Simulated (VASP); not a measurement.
# MgO (Fm-3m) in VASP: a series of runs

Runs on MgO. Level: PBE. Tasks: single point.

Everything below comes from runs of VASP 6.6.1. Logs are shortened: lines on timing, memory, paths and dates and some standing lists are left out, and cuts for length are marked.

**Measured values to compare with.**

From “Electronic structure of alkaline earth and post-transition metal oxides”, 2009, arxiv:0908.1581, for a bulk crystal of MgO: band gap 7.83 eV.

How close the calculation comes is told below.

### Step 1. The cell of the first run

Symmetry: Fm-3m, No. 225, cubic system. The conventional cell has a = 4.226 Å, b = 4.226 Å, c = 4.226 Å, α = 90.00°, β = 90.00°, γ = 90.00°. Within 2.8 Å of Mg (site symmetry m-3m) lie 6 O at 2.11 Å. Within 2.8 Å of O (site symmetry m-3m) lie 6 Mg at 2.11 Å.

### Step 2. Single point, PBE (volume scaled by 0.980)

Input file INCAR:

```
SYSTEM = MgO
  PREC = Accurate
  ENCUT = 520
  EDIFF = 1E-6
  ISMEAR = 0
  SIGMA = 0.05
  LREAL = .FALSE.
  LASPH = .TRUE.
  NELM = 60
  ALGO = Normal
  ISIF = 2
  LWAVE = .FALSE.
  LCHARG = .TRUE.
  GGA = PE
  LELF = .TRUE.
  LVHAR = .TRUE.
  NBANDS = 11
```

Input file KPOINTS:

```
regular mesh
0
G
  14 14 14
  0 0 0
```

Input file POSCAR:

```
MgO
1.0
    0.0000000000      2.1132282692      2.1132282692
    2.1132282692      0.0000000000      2.1132282692
    2.1132282692      2.1132282692      0.0000000000
Mg O
1 1
Direct
    0.0000000000      0.0000000000      0.0000000000
    0.5000000000      0.5000000000      0.5000000000
```

Potentials or basis: VASP PAW PBE potentials, release 64 (Mg, O).

Launch:

```bash
$ cat potpaw_PBE.64/Mg/POTCAR potpaw_PBE.64/O/POTCAR > POTCAR
$ mpirun -np 1 vasp_std > vasp.out
```

OUTCAR:

```text
SYSTEM = MgO
   PREC = Accurate
   ENCUT = 520
   EDIFF = 1E-6
   ISMEAR = 0
   LREAL = .FALSE.
   LASPH = .TRUE.
   NELM = 60
   ISIF = 2
   GGA = PE

 ion  position               nearest neighbor table
   1  0.000  0.000  0.000-   2 2.11   2 2.11   2 2.11   2 2.11   2 2.11   2 2.11
   2  0.500  0.500  0.500-   1 2.11   1 2.11   1 2.11   1 2.11   1 2.11   1 2.11

  LATTYP: Found a face centered cubic cell.
 ALAT       =     4.2264565384

  Lattice vectors:

 A1 = (   0.0000000000,   2.1132282692,   2.1132282692)
 A2 = (   2.1132282692,   0.0000000000,   2.1132282692)
 A3 = (   2.1132282692,   2.1132282692,   0.0000000000)

Analysis of symmetry for initial positions (statically):
=====================================================================
 Subroutine PRICEL returns:
 Original cell was already a primitive cell.

 Routine SETGRP: Setting up the symmetry group for a
 face centered cubic supercell.

 Subroutine GETGRP returns: Found 48 space group operations
[... 9 lines left out ...]

 Routine SETGRP: Setting up the symmetry group for a
 face centered cubic supercell.

 Subroutine GETGRP returns: Found 48 space group operations
[... 11 lines left out ...]
                                     Primitive cell

  volume of cell :      18.8742

  direct lattice vectors                    reciprocal lattice vectors
     0.000000000  2.113228269  2.113228269    -0.236604823  0.236604823  0.236604823
     2.113228269  0.000000000  2.113228269     0.236604823 -0.236604823  0.236604823
     2.113228269  2.113228269  0.000000000     0.236604823  0.236604823 -0.236604823

  length of vectors
     2.988556079  2.988556079  2.988556079     0.409811574  0.409811574  0.409811574

  position of ions in fractional coordinates (direct lattice)
     0.000000000  0.000000000  0.000000000
     0.500000000  0.500000000  0.500000000

  ion indices of the primitive-cell ions
   primitive index   ion index
                 1           1
                 2           2

----------------------------------------------------------------------------------------

 KPOINTS: regular mesh

Automatic generation of k-mesh.
 Grid dimensions read from file:
 generate k-points for:   14   14   14

 Generating k-lattice:

  Cartesian coordinates                     Fractional coordinates (reciprocal lattice)
    -0.016900344  0.016900344  0.016900344     0.071428571  0.000000000  0.000000000
     0.016900344 -0.016900344  0.016900344     0.000000000  0.071428571  0.000000000
     0.016900344  0.016900344 -0.016900344     0.000000000  0.000000000  0.071428571

  Length of vectors
     0.029272255  0.029272255  0.029272255

  Shift w.r.t. Gamma in fractional coordinates (k-lattice)
     0.000000000  0.000000000  0.000000000

 Subroutine IBZKPT returns following result:
 ===========================================

 Found    104 irreducible k-points:

 Following reciprocal coordinates:
            Coordinates               Weight
  0.000000  0.000000  0.000000      1.000000
  0.071429  0.000000  0.000000      8.000000
  0.142857  0.000000  0.000000      8.000000
  0.214286  0.000000  0.000000      8.000000
  0.285714  0.000000  0.000000      8.000000
  0.357143  0.000000  0.000000      8.000000
[... 16 lines left out ...]
  0.214286  0.142857  0.000000     24.000000
  0.285714  0.142857  0.000000     24.000000
 [... further k-points ...]
   k-points           NKPTS =    104   k-points in BZ     NKDIM =    104   number of bands    NBANDS=     11
   number of dos      NEDOS =    301   number of ions     NIONS =      2
   total plane-waves  NPLWV =  13824
   dimension x,y,z NGX =    24 NGY =   24 NGZ =   24
   dimension x,y,z NGXF=    48 NGYF=   48 NGZF=   48
   ions per type =               1   1
   NGX,Y,Z   is equivalent  to a cutoff of  13.35, 13.35, 13.35 a.u.
   NGXF,Y,Z  is equivalent  to a cutoff of  26.70, 26.70, 26.70 a.u.
 SYSTEM =  MgO
   PREC   = accura    normal or accurate (medium, high low for compatibility)
   ISTART =      0    job   : 0-new  1-cont  2-samecut
   ICHARG =      2    charge: 1-file 2-atom 10-const
   ISPIN  =      1    spin polarized calculation?
   LNONCOLLINEAR =      F non collinear calculations
   LSORBIT =      F    spin-orbit coupling
   LASPH  =      T    aspherical Exc in radial PAW
   ENCUT  =  520.0 eV  38.22 Ry    6.18 a.u.   5.56  5.56  5.56*2*pi/ulx,y,z
   NELM   =     60;   NELMIN=  2; NELMDL= -5     # of ELM steps
   EDIFF  = 0.1E-05   stopping-criterion for ELM
   LREAL  =      F    real-space projection
   EDIFFG = 0.1E-04   stopping-criterion for IOM
   NSW    =      0    number of steps for IOM
   IBRION =     -1    ionic relax: 0-MD 1-quasi-New 2-CG
   NFREE  =      0    steps in history (QN), initial steepest desc. (CG)
   ISIF   =      2    stress and relaxation
   ISYM   =      2    0-nonsym 1-usesym 2-fastsym
   POTIM  = 0.5000    time-step for ionic-motion
   TEBEG  =    0.0;   TEEND  =   0.0 temperature during run
   PSTRESS=    0.0 pullay stress
   NELECT =       8.0000    total number of electrons
   NUPDOWN=      -1.0000    fix difference up-down
   EMIN   =  10.00;   EMAX   =-10.00  energy-range for DOS
   EFERMI =   0.00;   METHOD = LEGACY
   ISMEAR =     0;   SIGMA  =   0.05  broadening in eV -4-tet -1-fermi 0-gaus
   EFERMI_NEDOS =   21; number of points for ismear=-14 and -15
   IALGO  =     38    algorithm
   IMIX   =      4    mixing-type and parameters
     AMIX     =   0.40;   BMIX     =  1.00
     AMIX_MAG =   1.60;   BMIX_MAG =  1.00
  volume/ion in A,a.u.               =       9.44        63.68
  Fermi-wavevector in a.u.,A,eV,Ry     =   1.229745  2.323881 20.575722  1.512273
  Thomas-Fermi vector in A             =   2.364620
   LORBIT       =      0    0 simple, 1 ext, 2 COOP (PROOUT), +10 PAW based schemes
   GGA     = PE    functional components
   LHFCALC =     F    Hartree Fock is set to
   AEXX    =    0.0000 exact exchange contribution
   IVDW    =     0    specifies the selected vdW correction
   LEPSILON=     F    determine dielectric tensor
   LRPA    =     F    only Hartree local field effects (RPA)
 non-spin polarized calculation
 Gauss-broadening in eV      SIGMA  =   0.05
  energy-cutoff  :      520.00
  volume of cell :       18.87
 maximum number of plane-waves:       532
 NGX is ok and might be reduce to    24
   NGX = 11   NGY = 11   NGZ = 11

 number of electron       8.0000005 magnetization

 Free energy of the ion-electron system (eV)
  ---------------------------------------------------
  ext. energy  EPLUGINS =         0.00000000
  ---------------------------------------------------
  free energy    TOTEN  =       -11.90951475 eV

  energy without entropy =      -11.90951475  energy(sigma->0) =      -11.90951475

 E-fermi :   3.3732     XC(G=0): -11.0302

 val. band max:        3.1106418279   @ k =   0.0000   0.0000   0.0000
 cond. band min:       7.7380600875   @ k =   0.0000   0.0000   0.0000
 fundamental gap:      4.6274182596
 Fermi energy:         3.3731523591

 k-point     1 :       0.0000    0.0000    0.0000
  band No.  band energies     occupation
      1     -14.1007      2.00000
      2       3.1106      2.00000
      3       3.1106      2.00000
      4       3.1106      2.00000
      5       7.7381      0.00000
      6      18.8523      0.00000
      7      18.8523      0.00000
      8      18.8523      0.00000
      9      22.7421      0.00000
     10      24.5046      0.00000
     11      24.5046      0.00000

 k-point     2 :       0.0714    0.0000    0.0000
  band No.  band energies     occupation
      1     -14.0472      2.00000
      2       2.7562      2.00000
      3       3.0761      2.00000
      4       3.0761      2.00000
      5       8.0833      0.00000
      6      18.0989      0.00000
      7      18.9772      0.00000
      8      18.9772      0.00000
      9      23.7311      0.00000
     10      24.0524      0.00000
     11      24.0524      0.00000

 k-point     3 :       0.1429    0.0000    0.0000
  band No.  band energies     occupation
      1     -13.8933      2.00000
      2       1.9294      2.00000
      3       2.9810      2.00000
      4       2.9810      2.00000
      5       8.8695      0.00000
      6      16.8846      0.00000
      7      19.2942      0.00000
      8      19.2942      0.00000
      9      23.3673      0.00000
     10      23.3673      0.00000
     11      25.1043      0.00000

 k-point     4 :       0.2143    0.0000    0.0000
  band No.  band energies     occupation
      1     -13.6599      2.00000
      2       0.9533      2.00000
      3       2.8479      2.00000
      4       2.8479      2.00000
      5       9.7300      0.00000
      6      15.9327      0.00000
      7      19.6078      0.00000
      8      19.6078      0.00000
      9      23.0511      0.00000
     10      23.0511      0.00000
     11      25.1477      0.00000

 k-point     5 :       0.2857    0.0000    0.0000
  band No.  band energies     occupation
      1     -13.3831      2.00000
      2       0.0153      2.00000
      3       2.7056      2.00000
      4       2.7056      2.00000
      5      10.4118      0.00000
      6      15.4282      0.00000
      7      19.6744      0.00000
      8      19.6744      0.00000
      9      23.3779      0.00000
     10      23.3779      0.00000
     11      24.6901      0.00000
[... 211 lines left out ...]
 k-point    21 :      -0.0714    0.0714    0.0000
  band No.  band energies     occupation
      1     -13.9604      2.00000
      2       2.3052      2.00000
      3       2.9449      2.00000
      4       3.0513      2.00000
      5       8.5668      0.00000
      6      17.3023      0.00000
      7      19.1285      0.00000
      8      19.1919      0.00000
      9      23.1057      0.00000
     10      24.0541      0.00000
     11      24.8546      0.00000

 k-point    22 :       0.1429    0.1429    0.0000
  band No.  band energies     occupation
      1     -13.8281      2.00000
      2       1.8472      2.00000
      3       2.8186      2.00000
      4       2.8186      2.00000
      5       9.2398      0.00000
      6      16.2906      0.00000
      7      19.4921      0.00000
      8      19.4921      0.00000
      9      21.3197      0.00000
     10      25.1260      0.00000
     11      26.6715      0.00000

 k-point    23 :       0.2143    0.1429    0.0000
  band No.  band energies     occupation
      1     -13.6590      2.00000
      2       1.2322      2.00000
      3       2.6771      2.00000
      4       2.6779      2.00000
      5       9.9415      0.00000
      6      15.5231      0.00000
      7      19.5942      0.00000
      8      19.7971      0.00000
      9      20.6723      0.00000
     10      25.1724      0.00000
     11      27.5015      0.00000

 k-point    24 :       0.2857    0.1429    0.0000
  band No.  band energies     occupation
      1     -13.4274      2.00000
      2       0.4875      2.00000
      3       2.4846      2.00000
      4       2.5337      2.00000
      5      10.7169      0.00000
      6      14.9667      0.00000
      7      18.9800      0.00000
      8      20.0136      0.00000
      9      21.0980      0.00000
     10      25.2200      0.00000
     11      27.3031      0.00000

 [... further k-points ...]
[... 5 lines left out ...]
  --------------------------------------------------------------------------------------
  -------------------------------------------------------------------------------------
  Total        0.2661778      0.2661778      0.2661778     -0.0000000     -0.0000000     -0.0000000
  in kB       22.5950437     22.5950437     22.5950437     -0.0000000     -0.0000000     -0.0000000
  external PRESSURE =      22.5950437 kB  Pullay stress =       0.0000000 kB

 VOLUME and BASIS-vectors are now :
 -----------------------------------------------------------------------------
  energy-cutoff  :      520.00
  volume of cell :       18.87
      direct lattice vectors                 reciprocal lattice vectors
     0.000000000  2.113228269  2.113228269    -0.236604823  0.236604823  0.236604823
     2.113228269  0.000000000  2.113228269     0.236604823 -0.236604823  0.236604823
     2.113228269  2.113228269  0.000000000     0.236604823  0.236604823 -0.236604823

 POSITION                                       TOTAL-FORCE (eV/Angst)
 -----------------------------------------------------------------------------------
      0.00000      0.00000      0.00000        -0.000000     -0.000000      0.000000
      2.11323      2.11323      2.11323         0.000000      0.000000     -0.000000
 -----------------------------------------------------------------------------------
    total drift:                               -0.000000     -0.000000      0.000000

  FREE ENERGIE OF THE ION-ELECTRON SYSTEM (eV)
  ---------------------------------------------------
  free  energy   TOTEN  =       -11.9095147533 eV

  energy  without entropy=      -11.9095147533  energy(sigma->0) =      -11.90951475
```

Run time: 16 s. Hardware: 1 thread of Intel Xeon 8259CL, shared host; peak memory 0.15 GiB.

What came out:

| Quantity | Value |
| --- | --- |
| Free energy | -11.9095 eV |
| Pressure | 2.3 GPa |
| Band gap on the k mesh | 4.63 eV, direct |

Caveat: the cell differs from its parent crystal (volume scaled by 0.980). A k mesh can miss the band edges.

### Step 3. Single point, PBE (volume scaled by 0.960)

Input file INCAR:

```
  PREC = Accurate
  ENCUT = 520
  EDIFF = 1E-6
  ISMEAR = 0
  SIGMA = 0.05
  LREAL = F
  LASPH = T
  NELM = 60
  ALGO = Normal
  ISIF = 2
  LWAVE = F
  LCHARG = F
  GGA = PE
  NBANDS = 11
```

Input file KPOINTS:

```
regular mesh
0
Gamma
  14 14 14
```

Input file POSCAR:

```
MgO
1.0
    0.0000000000      2.0987536487      2.0987536487
    2.0987536487      0.0000000000      2.0987536487
    2.0987536487      2.0987536487      0.0000000000
Mg O
1 1
Direct
    0.0000000000      0.0000000000      0.0000000000
    0.5000000000      0.5000000000      0.5000000000
```

Potentials or basis: VASP PAW PBE potentials, release 64 (Mg, O).

Launch:

```bash
$ cat potpaw_PBE.64/Mg/POTCAR potpaw_PBE.64/O/POTCAR > POTCAR
$ mpirun -np 1 vasp_std > vasp.out
```

It took 18 s on 1 thread of Intel Xeon 8259CL, shared host; peak memory 0.15 GiB.

Results (log left out):

```yaml
Free_energy: -11.8995 eV
Pressure: 5.7 GPa
Band_gap_on_the_k_mesh: 4.83 eV, direct
```

Levels at points of the mesh, in eV from the valence-band top:
```
           k point  band 1  band 2  band 3  band 4  band 5  band 6  band 7  band 8
(0.00, 0.00, 0.00)  -17.32    0.00    0.00    0.00    4.83   15.86   15.86   15.86
(0.50, 0.00, 0.00)  -16.01   -4.66   -0.66   -0.66    7.96   12.73   16.42   16.42
(0.50, 0.50, 0.00)  -15.74   -4.13   -1.36   -1.36    9.13   10.08   13.21   19.13
```

Caveat: the cell differs from its parent crystal (volume scaled by 0.960). A k mesh can miss the band edges.

### Step 4. Single point, PBE

This run uses another cell than the first one, of 9.63 Å³/atom, 1.020 times its volume.

Input file INCAR:

```
PREC = Accurate
ENCUT = 520
EDIFF = 1E-6
ISMEAR = 0
SIGMA = 0.05
LREAL = False
LASPH = True
NELM = 100
ALGO = Normal
ISIF = 2
LWAVE = False
LCHARG = False
GGA = PE
NBANDS = 11
```

Input file KPOINTS:

```
Automatic mesh
0
Gamma
  14 14 14
```

Input file POSCAR:

```
MgO
1.0
    0.0000000000      2.1275072717      2.1275072717
    2.1275072717      0.0000000000      2.1275072717
    2.1275072717      2.1275072717      0.0000000000
Mg O
1 1
Direct
    0.0000000000      0.0000000000      0.0000000000
    0.5000000000      0.5000000000      0.5000000000
```

Launch:

```bash
$ cat potpaw_PBE.64/Mg/POTCAR potpaw_PBE.64/O/POTCAR > POTCAR
$ mpirun -np 1 vasp_std > vasp.out
```

Run time: 20 s. Hardware: 1 thread of Intel Xeon 8259CL, shared host; peak memory 0.15 GiB.

It converged, with:

```yaml
Free_energy: -11.9116 eV
Pressure: -0.9 GPa
Band_gap_on_the_k_mesh: 4.44 eV, direct
```

Levels at points of the mesh, in eV from the valence-band top:
```tsv
k point	band 2	band 3	band 4	band 5	band 6	band 7
(0.00, 0.00, 0.00)	0.00	0.00	0.00	4.44	15.63	15.63
(0.50, 0.00, 0.00)	-4.48	-0.62	-0.62	7.71	12.26	16.00
(0.50, 0.50, 0.00)	-3.96	-1.31	-1.31	9.08	9.64	12.78
```

### Step 5. Single point, PBE

This run uses another cell than the first one, of 9.63 Å³/atom, 1.020 times its volume.

Input file INCAR:

```
SYSTEM = MgO
PREC = Accurate ; ENCUT = 520
EDIFF = 1E-6 ; ISMEAR = 0
SIGMA = 0.05 ; LREAL = .FALSE.
LASPH = .TRUE. ; NELM = 80
ALGO = Normal ; ISIF = 2
LWAVE = .FALSE. ; LCHARG = .TRUE.
GGA = PE ; LELF = .TRUE.
LVHAR = .TRUE. ; NBANDS = 11
```

Input file KPOINTS:

```
regular mesh
0
G
  14 14 14
  0 0 0
```

POSCAR is that of step 4.

Launch:

```bash
$ cat potpaw_PBE.64/Mg/POTCAR potpaw_PBE.64/O/POTCAR > POTCAR
$ mpirun -np 1 vasp_std > vasp.out
```

It took 25 s on 1 thread of Intel Xeon 8259CL, shared host; peak memory 0.15 GiB.

Results (log left out):

```
Free energy            : -11.9116 eV
Pressure               : -0.9 GPa
Band gap on the k mesh : 4.44 eV, direct
```

Levels at points of the mesh, in eV from the valence-band top:
```
           k point  band 1  band 2  band 3  band 4  band 5  band 6  band 7  band 8  band 9
(0.00, 0.00, 0.00)  -17.11    0.00    0.00    0.00    4.44   15.63   15.63   15.63   19.46
(0.50, 0.00, 0.00)  -15.90   -4.48   -0.62   -0.62    7.71   12.26   16.00   16.00   20.44
(0.50, 0.50, 0.00)  -15.65   -3.96   -1.31   -1.31    9.08    9.64   12.78   18.51   18.51
```

### Step 6. Overview

```tsv
cell	gap on the mesh (eV)	pressure (GPa)
a = 2.989 Å, angles 60.0°, 2 atoms	4.63	2.3
a = 2.968 Å, angles 60.0°, 2 atoms	4.83	5.7
a = 3.009 Å, angles 60.0°, 2 atoms	4.44	-0.9
```

Alike in all rows: task single point; level PBE; potentials or basis VASP PAW PBE potentials, release 64 (Mg, O); no spin polarisation; k mesh 14 × 14 × 14; cutoff (eV) 520; smearing gaussian 0.05 eV.

Absolute energies hang on the potentials; compare differences alone.

### Step 7. Against experiment

Step 4. Against the measured gap of MgO, 7.83 eV (quoted in “Electronic structure of alkaline earth and post-transition metal oxides”, 2009, arxiv:0908.1581), the calculated 4.44 eV is off by -3.39 eV. The value is that of PBE on a finite k mesh, which can miss the band edges, without temperature or zero-point motion. Semilocal functionals fall short of measured gaps as a rule.

Step 5. Against the measured gap of MgO, 7.83 eV (quoted in “Electronic structure of alkaline earth and post-transition metal oxides”, 2009, arxiv:0908.1581), the calculated 4.44 eV is off by -3.39 eV. The value is that of PBE on a finite k mesh, which can miss the band edges, without temperature or zero-point motion. Semilocal functionals fall short of measured gaps as a rule.
